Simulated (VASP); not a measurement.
GaP, 2 atoms in the cell. The structure is cubic, space group F-43m (No. 216). Conventional cell: a = 5.451 Å, b = 5.451 Å, c = 5.451 Å, α = 90.00°, β = 90.00°, γ = 90.00°. Within 3.1 Å of Ga (site symmetry -43m) lie 4 P at 2.36 Å. P (site symmetry -43m) has 4 Ga at 2.36 Å within 3.1 Å. 

```yaml
Program: VASP 6.6.1
Task: single point
Functional: PBE
Potentials_or_basis: VASP PAW PBE potentials, release 64 (Ga_d, P)
Cutoff: 520 eV
k_mesh: 7 × 7 × 7
Occupations: gaussian, width 0.1 eV
Spin: no spin polarisation
Dipole_correction: no
Further_INCAR_settings: ALGO = Normal; EDIFF = 1e-07; NBANDS = 16
```

Potentials or basis: VASP PAW PBE potentials, release 64 (Ga_d, P).

Run with:

```bash
$ cat potpaw_PBE.64/Ga_d/POTCAR potpaw_PBE.64/P/POTCAR > POTCAR
$ mpirun -np 1 vasp_std > vasp.out
```

Hardware: 1 thread of Intel(R) Xeon(R) 6975P-C (Granite Rapids) (shared host).

Task: How long does it take, and how much memory?

Result: Wall time 8.6 s on 1 thread of Intel(R) Xeon(R) 6975P-C (Granite Rapids), with other jobs on the host, peak memory 0.16 GiB. Counts: scf iterations 14, k points 20.
